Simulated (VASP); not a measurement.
# Pr in VASP: single point with PBE

Aim: the single point of Pr with PBE.

Everything below comes from runs of VASP 6.6.1. Logs are shortened: lines on timing, memory, paths and dates and some standing lists are left out, and cuts for length are marked.

## (1) The cell of the first run

The cell holds a cluster in a box, 1 atom: a = 9.500 Å, b = 9.500 Å, c = 9.500 Å, α = 90.00°, β = 90.00°, γ = 90.00°.

## (2) Single point, PBE

File INCAR:

```
SYSTEM = Pr
PREC = Accurate
ENCUT = 520
EDIFF = 1E-6
ISMEAR = -1
SIGMA = 0.1
LREAL = .FALSE.
LASPH = .TRUE.
NELM = 200
ALGO = Normal
ISIF = 2
LWAVE = .FALSE.
LCHARG = .FALSE.
GGA = PE
NBANDS = 12
GGA_COMPAT = .FALSE.
LMAXMIX = 6
```

File KPOINTS:

```
Automatic mesh
0
G
  1 1 1
  0 0 0
```

File POSCAR:

```
Pr
1.0
    9.5000000000      0.0000000000      0.0000000000
    0.0000000000      9.5000000000      0.0000000000
    0.0000000000      0.0000000000      9.5000000000
Pr
1
Direct
    0.5100000000      0.5200000000      0.4900000000
```

Potentials or basis: VASP PAW PBE potentials, release 64 (Pr).

The run is started by

```sh
$ cat potpaw_PBE.64/Pr/POTCAR > POTCAR
$ mpirun -np 1 vasp_gam > vasp.out
```

OUTCAR:

```text
SYSTEM = Pr
   PREC = Accurate
   ENCUT = 520
   EDIFF = 1E-6
   ISMEAR = -1
   LREAL = .FALSE.
   LASPH = .TRUE.
   NELM = 200
   ISIF = 2
   GGA = PE

 ion  position               nearest neighbor table
   1  0.510  0.520  0.490-

  LATTYP: Found a simple cubic cell.
 ALAT       =     9.5000000000

  Lattice vectors:

 A1 = (   9.5000000000,   0.0000000000,   0.0000000000)
 A2 = (   0.0000000000,   9.5000000000,   0.0000000000)
 A3 = (   0.0000000000,   0.0000000000,   9.5000000000)

Analysis of symmetry for initial positions (statically):
=====================================================================
 Subroutine PRICEL returns:
 Original cell was already a primitive cell.

 Routine SETGRP: Setting up the symmetry group for a
 simple cubic supercell.

 Subroutine GETGRP returns: Found 48 space group operations
 (whereof  2 operations were pure point group operations)
 out of a pool of 48 trial point group operations.

The static configuration has the point symmetry C_1h.
 The point group associated with its full space group is O_h .

Analysis of symmetry for dynamics (positions and initial velocities):
=====================================================================
 Subroutine PRICEL returns:
 Original cell was already a primitive cell.

 Routine SETGRP: Setting up the symmetry group for a
 simple cubic supercell.

 Subroutine GETGRP returns: Found 48 space group operations
 (whereof  2 operations were pure point group operations)
 out of a pool of 48 trial point group operations.

The dynamic configuration has the point symmetry C_1h.
 The point group associated with its full space group is O_h .

 Subroutine INISYM returns: Found 48 space group operations
 (whereof  2 operations are pure point group operations),
 and found     1 'primitive' translations

----------------------------------------------------------------------------------------

                                     Primitive cell

  volume of cell :     857.3750

  direct lattice vectors                    reciprocal lattice vectors
     9.500000000  0.000000000  0.000000000     0.105263158  0.000000000  0.000000000
     0.000000000  9.500000000  0.000000000     0.000000000  0.105263158  0.000000000
     0.000000000  0.000000000  9.500000000     0.000000000  0.000000000  0.105263158

  length of vectors
     9.500000000  9.500000000  9.500000000     0.105263158  0.105263158  0.105263158

  position of ions in fractional coordinates (direct lattice)
     0.510000000  0.520000000  0.490000000

  ion indices of the primitive-cell ions
   primitive index   ion index
                 1           1

----------------------------------------------------------------------------------------

 KPOINTS: Automatic mesh

Automatic generation of k-mesh.
 Grid dimensions read from file:
 generate k-points for:    1    1    1

 Generating k-lattice:

  Cartesian coordinates                     Fractional coordinates (reciprocal lattice)
     0.105263158  0.000000000  0.000000000     1.000000000  0.000000000  0.000000000
     0.000000000  0.105263158  0.000000000     0.000000000  1.000000000  0.000000000
     0.000000000  0.000000000  0.105263158     0.000000000  0.000000000  1.000000000

  Length of vectors
     0.105263158  0.105263158  0.105263158

  Shift w.r.t. Gamma in fractional coordinates (k-lattice)
     0.000000000  0.000000000  0.000000000

 Subroutine IBZKPT returns following result:
 ===========================================

 Found      1 irreducible k-points:

 Following reciprocal coordinates:
            Coordinates               Weight
  0.000000  0.000000  0.000000      1.000000
   k-points           NKPTS =      1   k-points in BZ     NKDIM =      1   number of bands    NBANDS=     12
   number of dos      NEDOS =    301   number of ions     NIONS =      1
   total plane-waves  NPLWV = 373248
   dimension x,y,z NGX =    72 NGY =   72 NGZ =   72
   dimension x,y,z NGXF=   144 NGYF=  144 NGZF=  144
   ions per type =               1
   NGX,Y,Z   is equivalent  to a cutoff of  12.60, 12.60, 12.60 a.u.
   NGXF,Y,Z  is equivalent  to a cutoff of  25.20, 25.20, 25.20 a.u.
 SYSTEM =  Pr
   PREC   = accura    normal or accurate (medium, high low for compatibility)
   ISTART =      0    job   : 0-new  1-cont  2-samecut
   ICHARG =      2    charge: 1-file 2-atom 10-const
   ISPIN  =      1    spin polarized calculation?
   LNONCOLLINEAR =      F non collinear calculations
   LSORBIT =      F    spin-orbit coupling
   LASPH  =      T    aspherical Exc in radial PAW
   ENCUT  =  520.0 eV  38.22 Ry    6.18 a.u.  17.66 17.66 17.66*2*pi/ulx,y,z
   NELM   =    200;   NELMIN=  2; NELMDL= -5     # of ELM steps
   EDIFF  = 0.1E-05   stopping-criterion for ELM
   LREAL  =      F    real-space projection
   EDIFFG = 0.1E-04   stopping-criterion for IOM
   NSW    =      0    number of steps for IOM
   IBRION =     -1    ionic relax: 0-MD 1-quasi-New 2-CG
   NFREE  =      0    steps in history (QN), initial steepest desc. (CG)
   ISIF   =      2    stress and relaxation
   ISYM   =      2    0-nonsym 1-usesym 2-fastsym
   POTIM  = 0.5000    time-step for ionic-motion
   TEBEG  =    0.0;   TEEND  =   0.0 temperature during run
   PSTRESS=    0.0 pullay stress
   NELECT =      13.0000    total number of electrons
   NUPDOWN=      -1.0000    fix difference up-down
   EMIN   =  10.00;   EMAX   =-10.00  energy-range for DOS
   EFERMI =   0.00;   METHOD = LEGACY
   ISMEAR =    -1;   SIGMA  =   0.10  broadening in eV -4-tet -1-fermi 0-gaus
   EFERMI_NEDOS =   21; number of points for ismear=-14 and -15
   IALGO  =     38    algorithm
   IMIX   =      4    mixing-type and parameters
     AMIX     =   0.40;   BMIX     =  1.00
     AMIX_MAG =   1.60;   BMIX_MAG =  1.00
  volume/ion in A,a.u.               =     857.38      5785.85
  Fermi-wavevector in a.u.,A,eV,Ry     =   0.405196  0.765710  2.233862  0.164184
  Thomas-Fermi vector in A             =   1.357334
   LORBIT       =      0    0 simple, 1 ext, 2 COOP (PROOUT), +10 PAW based schemes
   GGA     = PE    functional components
   LHFCALC =     F    Hartree Fock is set to
   AEXX    =    0.0000 exact exchange contribution
   IVDW    =     0    specifies the selected vdW correction
   LEPSILON=     F    determine dielectric tensor
   LRPA    =     F    only Hartree local field effects (RPA)
 non-spin polarized calculation
  energy-cutoff  :      520.00
  volume of cell :      857.38
 maximum number of plane-waves:     11516
 NGX is ok and might be reduce to    70
   NGX = 35   NGY = 35   NGZ = 35

 number of electron      13.0000002 magnetization

 Free energy of the ion-electron system (eV)
  ---------------------------------------------------
  ext. energy  EPLUGINS =         0.00000000
  ---------------------------------------------------
  free energy    TOTEN  =        -1.00318842 eV

  energy without entropy =       -0.31185488  energy(sigma->0) =       -0.65752165

 E-fermi :  -2.0922     XC(G=0):  -1.8431

 val. band max:       -3.1493777752   @ k =   0.0000   0.0000   0.0000
 cond. band min:      -2.0178617991   @ k =   0.0000   0.0000   0.0000
 fundamental gap:      1.1315159762
 Fermi energy:        -2.0922218662

 k-point     1 :       0.0000    0.0000    0.0000
  band No.  band energies     occupation
      1     -39.4107      2.00000
      2     -21.7109      2.00000
      3     -21.7109      2.00000
      4     -21.7109      2.00000
      5      -3.1494      1.99995
      6      -2.0179      0.64443
      7      -2.0178      0.64438
      8      -2.0178      0.64436
      9      -1.9061      0.26905
     10      -1.9060      0.26894
     11      -1.9060      0.26887
     12      -1.9021      0.26001

------------------------ aborting loop because EDIFF is reached ----------------------------------------

  FORCE on cell =-STRESS in cart. coord.  units (eV):
  Direction    XX          YY          ZZ          XY          YZ          ZX
  --------------------------------------------------------------------------------------
  -------------------------------------------------------------------------------------
  Total       -0.3482506     -0.3482506     -0.3482506      0.0000000      0.0000000     -0.0000000
  in kB       -0.6507762     -0.6507762     -0.6507762      0.0000000      0.0000000     -0.0000000
  external PRESSURE =      -0.6507762 kB  Pullay stress =       0.0000000 kB

 VOLUME and BASIS-vectors are now :
 -----------------------------------------------------------------------------
  energy-cutoff  :      520.00
  volume of cell :      857.38
      direct lattice vectors                 reciprocal lattice vectors
     9.500000000  0.000000000  0.000000000     0.105263158  0.000000000  0.000000000
     0.000000000  9.500000000  0.000000000     0.000000000  0.105263158  0.000000000
     0.000000000  0.000000000  9.500000000     0.000000000  0.000000000  0.105263158

 POSITION                                       TOTAL-FORCE (eV/Angst)
 -----------------------------------------------------------------------------------
      4.84500      4.94000      4.65500         0.000000     -0.000000     -0.000000
 -----------------------------------------------------------------------------------
    total drift:                                0.000010     -0.000021     -0.000010

  FREE ENERGIE OF THE ION-ELECTRON SYSTEM (eV)
  ---------------------------------------------------
  free  energy   TOTEN  =        -1.0031884191 eV

  energy  without entropy=       -0.3118548758  energy(sigma->0) =       -0.65752165
```

It took 7.5 min on 1 thread of Intel Xeon Platinum 8259CL at 2.50GHz (Skylake/Cascade Lake), shared host; peak memory 0.71 GiB.

What came out:

```
Free energy                     : -1.0032 eV
Gap between the frontier levels : zero (an odd number of electrons rules out a gap without spin polarisation)
```

Caveat: spin-orbit coupling is left out, which moves the levels of the heavy elements; semilocal functionals describe open f shells poorly, which spoils levels, moments and volumes. Spin polarisation is off, so any magnetic state and its effect on volume and gap are missing.
